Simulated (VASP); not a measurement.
Runs of VASP 6.6.1 on BaF2. The structure is that of space group Fm-3m (No. 225), or close to it. The cells are those of the table. 

```tsv
task	level	cell	k mesh	cutoff (eV)	smearing	grid for exact exchange (PRECFOCK)	share of exact exchange	screening parameter	gap on the mesh (eV)	pressure (GPa)
single point	HSE06	a = 4.380 Å, angles 60.0°, 3 atoms	6 × 6 × 6	520	gaussian 0.01 eV	Normal	0.25	0.2079 1/Å	8.72	1.4
single point	r2SCAN	a = 4.380 Å, angles 60.0°, 3 atoms	8 × 8 × 8	660	gaussian 0.01 eV	-	-	-	(a)	0.9
single point	PBEsol	a = 4.340 Å, angles 60.0°, 3 atoms	6 × 6 × 6	600	fermi-dirac 0.02 eV	-	-	-	6.77	1.2
relaxation of cell and atoms	PBEsol	relaxed from a = 4.416 Å, angles 60.0°, 3 atoms	6 × 6 × 6	600	fermi-dirac 0.02 eV	-	-	-	6.69	0.0
single point	r2SCAN	a = 4.380 Å, angles 60.0°, 3 atoms	6 × 6 × 6	660	fermi-dirac 0.02 eV	-	-	-	7.36	0.9
single point	PBE	a = 4.380 Å, angles 60.0°, 3 atoms	8 × 8 × 8	600	fermi-dirac 0.02 eV	-	-	-	(c)	2.5
single point	PBE	a = 4.416 Å, angles 60.0°, 3 atoms	6 × 6 × 6	600	fermi-dirac 0.02 eV	-	-	-	(b)	0.9
```

Alike in all rows: potentials or basis VASP PAW PBE potentials, release 64 (Ba_sv, F); no spin polarisation.

Estimate the missing entries.

(a) 7.34; (b) 6.68; (c) 6.78.

Caveats: spin-orbit coupling is left out, which moves the levels of the heavy elements; the PAW data sets were made with another functional, which shifts forces and pressure a little (at least some runs).

A k mesh can miss the band edges, and the runs leave out spin-orbit coupling on Ba.
